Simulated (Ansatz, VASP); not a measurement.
## As: VASP beside Ansatz

```
As
1.0
     1.87975    1.08527    3.48577
    -1.87975    1.08527    3.48577
     0.00000   -2.17055    3.48577
As
2
Direct
  0.22754 0.22754 0.22754
  0.77246 0.77246 0.77246
```

Alike in both runs: task electric field gradients; functional LDA; k mesh 11 × 11 × 11; occupations fermi-dirac, width 0.03 eV; no spin polarisation.

|  | VASP | Ansatz |
| --- | --- | --- |
| version | VASP 6.6.1 | Ansatz 0.2.0 |
| potentials or method | VASP PAW LDA potentials, release 64 (As_d) | PAW with Ansatz's default frozen-core files, scalar-relativistic |
| plane-wave cutoff (eV) | 520 | 420 |
| valence electrons in the cell | 30 | 30 |

VASP gave:

| Item | Value |
| --- | --- |
| pressure (GPa) | -1.3 |
| traceless stress, the component that is largest in VASP (GPa) | -0.73 |
| rms of the force components (eV/Å) | 0.058 |
| size of Vzz on the site where it differs most (V/Å²) | 45.9 |

**Question.** What did Ansatz give for the same quantities?

**Answer.** Pressure (GPa): -1.6; traceless stress, the component that is largest in VASP (GPa): -0.67; rms of the force components (eV/Å): 0.038; size of Vzz on the site where it differs most (V/Å²): 47.3.

LDA's correlation is that of Perdew and Zunger in VASP and of Perdew and Wang (1992) in Ansatz. Atom by atom the forces differ by 0.020 eV/Å (rms over components).
